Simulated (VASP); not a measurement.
# Be (P6/mmm) in VASP: notebook

Runs on Be. Level: PBE. Tasks: relaxation of cell and atoms.

Everything below comes from runs of VASP 6.6.1. Logs are shortened: lines on timing, memory, paths and dates and some standing lists are left out, and cuts for length are marked.

## 1. The cell of the first run

Symmetry: P6/mmm, No. 191, hexagonal system. The conventional cell has a = 2.140 Å, b = 2.140 Å, c = 2.495 Å, α = 90.00°, β = 90.00°, γ = 120.00°. Be (site symmetry 6/mmm) has 8 Be at 2.14 to 2.50 Å within 2.8 Å.

This isn't the form of Be at room conditions, which is hcp.

## 2. Relaxation of cell and atoms, PBE

Contents of INCAR:

```
PREC = Accurate ; ENCUT = 600
EDIFF = 1E-7 ; ISMEAR = 0
SIGMA = 0.1 ; LREAL = False
LASPH = True ; NELM = 60
ALGO = Fast ; ISIF = 3
LWAVE = False ; LCHARG = False
GGA = PE ; IBRION = 2
NSW = 100 ; EDIFFG = -0.01
```

Contents of KPOINTS:

```
regular mesh
0
Gamma
  30 30 22
```

Contents of POSCAR:

```
Be
1.0
    2.1396376941      0.0000000000      0.0000000000
   -1.0698188470      1.8529805980      0.0000000000
    0.0000000000      0.0000000000      2.4953419610
Be
1
Direct
    0.0000000000      0.0000000000      0.0000000000
```

Potentials or basis: VASP PAW PBE potentials, release 64 (Be).

On the command line:

```bash
$ cat potpaw_PBE.64/Be/POTCAR > POTCAR
$ mpirun -np 1 vasp_std > vasp.out
```

OUTCAR:

```text
PREC = Accurate
   ENCUT = 600
   EDIFF = 1E-7
   ISMEAR = 0
   LREAL = False
   LASPH = True
   NELM = 60
   ISIF = 3
   GGA = PE
   IBRION = 2
   NSW = 100
   EDIFFG = -0.01

 ion  position               nearest neighbor table
   1  0.000  0.000  0.000-

  LATTYP: Found a hexagonal cell.
 ALAT       =     2.1396376941
 C/A-ratio  =     1.1662450927

  Lattice vectors:

 A1 = (   2.1396376941,   0.0000000000,   0.0000000000)
 A2 = (  -1.0698188470,   1.8529805980,   0.0000000000)
 A3 = (   0.0000000000,   0.0000000000,   2.4953419610)

Analysis of symmetry for initial positions (statically):
=====================================================================
 Subroutine PRICEL returns:
 Original cell was already a primitive cell.

 Routine SETGRP: Setting up the symmetry group for a
 hexagonal supercell.

 Subroutine GETGRP returns: Found 24 space group operations
 (whereof 24 operations were pure point group operations)
 out of a pool of 24 trial point group operations.

The static configuration has the point symmetry D_6h.

Analysis of symmetry for dynamics (positions and initial velocities):
=====================================================================
 Subroutine PRICEL returns:
 Original cell was already a primitive cell.

 Routine SETGRP: Setting up the symmetry group for a
 hexagonal supercell.

 Subroutine GETGRP returns: Found 24 space group operations
 (whereof 24 operations were pure point group operations)
 out of a pool of 24 trial point group operations.

The dynamic configuration has the point symmetry D_6h.

 Subroutine INISYM returns: Found 24 space group operations
 (whereof 24 operations are pure point group operations),
 and found     1 'primitive' translations

----------------------------------------------------------------------------------------

                                     Primitive cell

  volume of cell :       9.8933

  direct lattice vectors                    reciprocal lattice vectors
     2.139637694  0.000000000  0.000000000     0.467368846  0.269835529  0.000000000
    -1.069818847  1.852980598  0.000000000     0.000000000  0.539671058  0.000000000
     0.000000000  0.000000000  2.495341961     0.000000000  0.000000000  0.400746677

  length of vectors
     2.139637694  2.139637694  2.495341961     0.539671058  0.539671058  0.400746677

  position of ions in fractional coordinates (direct lattice)
     0.000000000  0.000000000  0.000000000

  ion indices of the primitive-cell ions
   primitive index   ion index
                 1           1

----------------------------------------------------------------------------------------

 KPOINTS: regular mesh

Automatic generation of k-mesh.
 Grid dimensions read from file:
 generate k-points for:   30   30   22

 Generating k-lattice:

  Cartesian coordinates                     Fractional coordinates (reciprocal lattice)
     0.015578962  0.008994518  0.000000000     0.033333333  0.000000000  0.000000000
     0.000000000  0.017989035  0.000000000     0.000000000  0.033333333  0.000000000
     0.000000000  0.000000000  0.018215758     0.000000000  0.000000000  0.045454545

  Length of vectors
     0.017989035  0.017989035  0.018215758

  Shift w.r.t. Gamma in fractional coordinates (k-lattice)
     0.000000000  0.000000000  0.000000000

 Subroutine IBZKPT returns following result:
 ===========================================

 Found   1092 irreducible k-points:

 Following reciprocal coordinates:
            Coordinates               Weight
  0.000000  0.000000  0.000000      1.000000
  0.033333 -0.000000  0.000000      6.000000
  0.066667  0.000000  0.000000      6.000000
  0.100000  0.000000  0.000000      6.000000
  0.133333  0.000000  0.000000      6.000000
  0.166667  0.000000  0.000000      6.000000
[... 16 lines left out ...]
  0.233333  0.033333  0.000000     12.000000
  0.266667  0.033333  0.000000     12.000000
 [... further k-points ...]
   k-points           NKPTS =   1092   k-points in BZ     NKDIM =   1092   number of bands    NBANDS=      5
   number of dos      NEDOS =    301   number of ions     NIONS =      1
   total plane-waves  NPLWV =   6480
   dimension x,y,z NGX =    18 NGY =   18 NGZ =   20
   dimension x,y,z NGXF=    36 NGYF=   36 NGZF=   40
   ions per type =               1
   NGX,Y,Z   is equivalent  to a cutoff of  13.99, 13.99, 13.32 a.u.
   NGXF,Y,Z  is equivalent  to a cutoff of  27.97, 27.97, 26.65 a.u.
 SYSTEM =  unknown system
   PREC   = accura    normal or accurate (medium, high low for compatibility)
   ISTART =      0    job   : 0-new  1-cont  2-samecut
   ICHARG =      2    charge: 1-file 2-atom 10-const
   ISPIN  =      1    spin polarized calculation?
   LNONCOLLINEAR =      F non collinear calculations
   LSORBIT =      F    spin-orbit coupling
   LASPH  =      T    aspherical Exc in radial PAW
   ENCUT  =  600.0 eV  44.10 Ry    6.64 a.u.   4.27  4.27  4.98*2*pi/ulx,y,z
   NELM   =     60;   NELMIN=  2; NELMDL= -5     # of ELM steps
   EDIFF  = 0.1E-06   stopping-criterion for ELM
   LREAL  =      F    real-space projection
   EDIFFG = -.1E-01   stopping-criterion for IOM
   NSW    =    100    number of steps for IOM
   IBRION =      2    ionic relax: 0-MD 1-quasi-New 2-CG
   NFREE  =      1    steps in history (QN), initial steepest desc. (CG)
   ISIF   =      3    stress and relaxation
   ISYM   =      2    0-nonsym 1-usesym 2-fastsym
   POTIM  = 0.5000    time-step for ionic-motion
   TEBEG  =    0.0;   TEEND  =   0.0 temperature during run
   PSTRESS=    0.0 pullay stress
   NELECT =       2.0000    total number of electrons
   NUPDOWN=      -1.0000    fix difference up-down
   EMIN   =  10.00;   EMAX   =-10.00  energy-range for DOS
   EFERMI =   0.00;   METHOD = LEGACY
   ISMEAR =     0;   SIGMA  =   0.10  broadening in eV -4-tet -1-fermi 0-gaus
   EFERMI_NEDOS =   21; number of points for ismear=-14 and -15
   IALGO  =     68    algorithm
   IMIX   =      4    mixing-type and parameters
     AMIX     =   0.40;   BMIX     =  1.00
     AMIX_MAG =   1.60;   BMIX_MAG =  1.00
  volume/ion in A,a.u.               =       9.89        66.76
  Fermi-wavevector in a.u.,A,eV,Ry     =   0.960811  1.815669 12.560313  0.923157
  Thomas-Fermi vector in A             =   2.090128
   LORBIT       =      0    0 simple, 1 ext, 2 COOP (PROOUT), +10 PAW based schemes
   GGA     = PE    functional components
   LHFCALC =     F    Hartree Fock is set to
   AEXX    =    0.0000 exact exchange contribution
   IVDW    =     0    specifies the selected vdW correction
   LEPSILON=     F    determine dielectric tensor
   LRPA    =     F    only Hartree local field effects (RPA)
 conjugate gradient relaxation of ions
 non-spin polarized calculation
 RMM-DIIS sequential band-by-band and
 Gauss-broadening in eV      SIGMA  =   0.10
  energy-cutoff  :      600.00
  volume of cell :        9.89
 maximum number of plane-waves:       346
 NGX is ok and might be reduce to    18

--------------------------------------- Ionic step        1  -------------------------------------------

 number of electron       2.0000000 magnetization

 Free energy of the ion-electron system (eV)
  ---------------------------------------------------
  ext. energy  EPLUGINS =         0.00000000
  ---------------------------------------------------
  free energy    TOTEN  =        -3.26114655 eV

  energy without entropy =       -3.25987120  energy(sigma->0) =       -3.26050888

------------------------ aborting loop because EDIFF is reached ----------------------------------------

  FORCE on cell =-STRESS in cart. coord.  units (eV):
  Direction    XX          YY          ZZ          XY          YZ          ZX
  --------------------------------------------------------------------------------------
  -------------------------------------------------------------------------------------
  Total        0.0678177      0.0678177     -0.1034424      0.0000000     -0.0000000      0.0000000
  in kB       10.9827765     10.9827765    -16.7520535      0.0000000     -0.0000000      0.0000000
  external PRESSURE =       1.7378332 kB  Pullay stress =       0.0000000 kB
[... 195 lines left out ...]
  energy  without entropy=       -3.2610923867  energy(sigma->0) =       -3.26165205

--------------------------------------- Ionic step        7  -------------------------------------------

 number of electron       2.0000000 magnetization

 Free energy of the ion-electron system (eV)
  ---------------------------------------------------
  ext. energy  EPLUGINS =         0.00000000
  ---------------------------------------------------
  free energy    TOTEN  =        -3.26221993 eV

  energy without entropy =       -3.26109632  energy(sigma->0) =       -3.26165813

 E-fermi :   4.5844     XC(G=0):  -9.8337

 val. band max:        4.5654291889   @ k =   0.4000   0.0667   0.5000
 cond. band min:       4.6079935459   @ k =   0.2333   0.1333   0.4545
 fundamental gap:      0.0425643570
 Fermi energy:         4.5843637304

 k-point     1 :       0.0000    0.0000    0.0000
  band No.  band energies     occupation
      1      -4.7778      2.00000
      2      13.0494      0.00000
      3      19.7686      0.00000
      4      25.1786      0.00000
      5      25.1786      0.00000

 k-point     2 :       0.0333   -0.0000    0.0000
  band No.  band energies     occupation
      1      -4.7413      2.00000
      2      13.0929      0.00000
      3      19.7240      0.00000
      4      25.0330      0.00000
      5      25.0716      0.00000
[... 169 lines left out ...]
 k-point    24 :       0.2667    0.0333    0.0000
  band No.  band energies     occupation
      1      -2.1507      2.00000
      2      13.4714      0.00000
      3      16.1088      0.00000
      4      19.9781      0.00000
      5      23.3350      0.00000

 [... further k-points ...]
[... 5 lines left out ...]
  --------------------------------------------------------------------------------------
  -------------------------------------------------------------------------------------
  Total        0.0043483      0.0043483     -0.0022821      0.0000000      0.0000000      0.0000000
  in kB        0.7120565      0.7120565     -0.3737041      0.0000000      0.0000000      0.0000000
  external PRESSURE =       0.3501363 kB  Pullay stress =       0.0000000 kB
[... 16 lines left out ...]
  FREE ENERGIE OF THE ION-ELECTRON SYSTEM (eV)
  ---------------------------------------------------
  free  energy   TOTEN  =        -3.2622199348 eV

  energy  without entropy=       -3.2610963180  energy(sigma->0) =       -3.26165813

 reached required accuracy - stopping structural energy minimisation
```

It took 84 s on 1 thread of Intel Xeon Platinum 8488C (Sapphire Rapids), shared host; peak memory 0.19 GiB.

Results:

* Free energy: -3.2622 eV
* Relaxed volume: 9.78 Å³/atom
* Relaxed cell: a = 2.145 Å, b = 2.145 Å, c = 2.456 Å, α = 90.00°, β = 90.00°, γ = 120.00°
* Space group after relaxing (to 0.1 Å): P6/mmm (No. 191)
* Energy gained by relaxing: 1.1 meV/atom
* Ionic steps: 7
* Pressure after relaxing: 0.0 GPa
* Band gap on the k mesh: zero (bands 1 and 2 overlap by 7.40 eV)

Stress tensor (GPa, compression positive):
```
 0.07  0.00  0.00
 0.00  0.07  0.00
 0.00  0.00 -0.04
```

The path:
```tsv
step	energy change (eV)	largest force (eV/Å)	pressure (GPa)	volume (Å³)
1	0.0000	0.0000	0.17	9.89
2	-0.0006	0.0000	-0.49	9.91
3	-0.0007	0.0000	-0.80	9.92
4	-0.0010	0.0000	-0.41	9.84
5	-0.0011	0.0000	-0.14	9.80
6	-0.0011	0.0000	-0.12	9.79
7	-0.0011	0.0000	0.04	9.78
```

Final structure:
```xyz
1
Lattice="2.1446 0.0000 0.0000 -1.0723 1.8573 0.0000 0.0000 0.0000 2.4564" Properties=species:S:1:pos:R:3 pbc="T T T"
Be    0.0000    0.0000    0.0000
```

Levels at points of the mesh, in eV from the Fermi level:
```csv
k point,band 1,band 2,band 3,band 4,band 5
"(0.00, 0.00, 0.00)",-9.36,8.47,15.18,20.59,20.59
"(0.50, 0.00, 0.00)",-2.96,2.09,14.19,15.35,21.02
"(0.00, 0.00, 0.50)",-4.89,-3.73,22.10,22.10,31.10
"(0.50, 0.00, 0.50)",0.19,3.90,8.11,8.58,16.28
```

## 3. Relaxation of cell and atoms, PBE

This run uses another cell than the first one: it holds 2 atoms, not 1.

Contents of INCAR:

```
PREC = Accurate
ENCUT = 600
EDIFF = 1E-7
ISMEAR = 0
SIGMA = 0.1
LREAL = False
LASPH = True
NELM = 100
ALGO = Normal
ISIF = 3
LWAVE = False
LCHARG = False
GGA = PE
IBRION = 2
NSW = 100
EDIFFG = -0.01
```

Contents of KPOINTS:

```
Automatic mesh
0
Gamma
  18 18 28
```

Contents of POSCAR:

```
Be
1.0
    3.7010606470      0.0000000000      0.0000000000
   -1.8505303235      3.2052125413      0.0000000000
    0.0000000000      0.0000000000      1.9867328335
Be
2
Direct
    0.3333333333      0.6666666667      0.0000000000
    0.6666666667      0.3333333333      0.0000000000
```

Potentials or basis: VASP PAW PBE potentials, release 64 (Be).

On the command line:

```bash
$ cat potpaw_PBE.64/Be/POTCAR > POTCAR
$ mpirun -np 1 vasp_std > vasp.out
```

It took 99 s on 1 thread of Intel Xeon Platinum 8488C (Sapphire Rapids), shared host; peak memory 0.21 GiB.

The run converged. Its results:

```yaml
Free_energy: -5.6747 eV
Relaxed_volume: 11.84 Å³/atom
Relaxed_cell: a = 3.711 Å, b = 3.711 Å, c = 1.985 Å, α = 90.00°, β = 90.00°, γ = 120.00°
Space_group_after_relaxing_to_0.1_Å: P6/mmm (No. 191)
Energy_gained_by_relaxing: 0.2 meV/atom
Ionic_steps: 4
Pressure_after_relaxing: 0.0 GPa
Band_gap_on_the_k_mesh: zero (bands 2 and 3 overlap by 8.27 eV)
```

Step by step:
```tsv
step	energy change (eV)	largest force (eV/Å)	pressure (GPa)	volume (Å³)
1	0.0000	0.0000	0.23	23.57
2	-0.0003	0.0000	0.20	23.63
3	-0.0003	0.0000	0.20	23.62
4	-0.0003	0.0000	0.04	23.67
```

Final structure:
```cif
data_structure
_symmetry_space_group_name_H-M 'P 1'
_symmetry_Int_Tables_number 1
_cell_length_a 3.7110
_cell_length_b 3.7110
_cell_length_c 1.9848
_cell_angle_alpha 90.000
_cell_angle_beta 90.000
_cell_angle_gamma 120.000
_cell_volume 23.67
loop_
_atom_site_label
_atom_site_type_symbol
_atom_site_fract_x
_atom_site_fract_y
_atom_site_fract_z
_atom_site_occupancy
Be1 Be 0.33333 0.66667 0.00000 1
Be2 Be 0.66667 0.33333 0.00000 1
```

Levels at points of the mesh, in eV from the Fermi level:
```tsv
k point	band 1	band 2	band 3	band 4	band 5
(0.00, 0.00, 0.00)	-8.02	0.52	0.52	5.12	5.12
(0.50, 0.00, 0.00)	-5.56	-4.91	-1.22	3.94	11.74
(0.00, 0.00, 0.50)	-2.80	2.00	4.92	7.05	7.05
(0.50, 0.00, 0.50)	-0.82	1.18	3.47	4.15	5.59
```

The gap in the log of VASP goes by the Fermi energy; the results here count the filled bands.